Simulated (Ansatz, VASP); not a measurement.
## MnS: VASP beside Ansatz

INCAR

```
SYSTEM = MnS
PREC = Accurate
ENCUT = 520
EDIFF = 1E-6
ISMEAR = 0
SIGMA = 0.2
LREAL = .False.
LASPH = .True.
NELM = 100
ALGO = Normal
ISIF = 2
LWAVE = .False.
LCHARG = .True.
LELF = .True.
LVHAR = .True.
NBANDS = 16
```

File KPOINTS:

```
regular mesh
0
Gamma
  14 14 14
  0 0 0
```

File POSCAR:

```
MnS
1.0
    0.0000000000      2.4181454520      2.4181454520
    2.4181454520      0.0000000000      2.4181454520
    2.4181454520      2.4181454520      0.0000000000
Mn S
1 1
Direct
    0.0000000000      0.0000000000      0.0000000000
    0.7500000000      0.7500000000      0.7500000000
```

Input for Ansatz:

```yaml
crystal:
  lattice:
    - [0.0, 2.418145452, 2.418145452]
    - [2.418145452, 0.0, 2.418145452]
    - [2.418145452, 2.418145452, 0.0]
  atoms:
    - { symbol: Mn, position: [0.0, 0.0, 0.0] }
    - { symbol: S, position: [0.75, 0.75, 0.75] }
basis:
  ecutwfc: 420
kpoints:
  mp_grid: { grid: [14, 14, 14] }
hamiltonian:
  xc: lda
scf:
  occupations: { method: gaussian, width: 0.2 }
output:
  forces: true
  stress: true
  eigenvalues: true
```

Alike in both runs: task single point; functional LDA; k mesh 14 × 14 × 14; occupations gaussian, width 0.2 eV; no spin polarisation.

|  | VASP | Ansatz |
| --- | --- | --- |
| version | VASP 6.6.1 | Ansatz 0.2.0 |
| potentials or method | VASP PAW LDA potentials, release 64 (Mn_pv, S), cutoff 520 eV | scalar-relativistic, plane waves, PAW |
| valence electrons in the cell | 19 | 21 |

VASP gave:

```
gap on the k mesh at the Fermi level (eV) : none
pressure (GPa)                            : 3.7
```

Q: What did Ansatz give for the same quantities?

A: gap on the k mesh at the Fermi level (eV): none; pressure (GPa): 3.5.

LDA's correlation is that of Perdew and Zunger in VASP and of Perdew and Wang (1992) in Ansatz. A gap of «none» marks a metal or a gap that the smearing closes. VASP's potentials hold 19 valence electrons a cell and Ansatz's 21, so a difference there can come from the potentials and not from the codes.
